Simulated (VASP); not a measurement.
Set up this calculation in VASP 6.6.1, as the native input.

```
Task                   : single point
Functional             : PBE
Potentials or basis    : VASP PAW PBE potentials, release 64 (Ag)
Cutoff                 : 520 eV
k mesh                 : 13 × 13 × 13
Occupations            : fermi-dirac, width 1 eV
Spin                   : no spin polarisation
Dipole correction      : no
Further INCAR settings : ALGO = Normal; EDIFF = 1e-06; NBANDS = 12
```

The structure of Ag lies in POSCAR:

```
Ag
1.0
    0.0000000000      2.0734381516      2.0734381516
    2.0734381516      0.0000000000      2.0734381516
    2.0734381516      2.0734381516      0.0000000000
Ag
1
Direct
    0.0000000000      0.0000000000      0.0000000000
```

One way to write it, as run:

INCAR

```
PREC = Accurate
ENCUT = 520
EDIFF = 1E-6
ISMEAR = -1
SIGMA = 1.0
LREAL = False
LASPH = True
NELM = 60
ALGO = Normal
ISIF = 2
LWAVE = False
LCHARG = False
GGA = PE
NBANDS = 12
```

KPOINTS

```
regular mesh
0
Gamma
  13 13 13
```

Potentials or basis: VASP PAW PBE potentials, release 64 (Ag).

Run with:

```bash
$ cat potpaw_PBE.64/Ag/POTCAR > POTCAR
$ mpirun -np 1 vasp_std > vasp.out
```

Results of the run:

```yaml
Pressure: 4.1 GPa
```

Wall time 5.9 s on 1 thread of Intel(R) Xeon(R) 6975P-C (Granite Rapids), with other jobs on the host, peak memory 0.15 GiB.
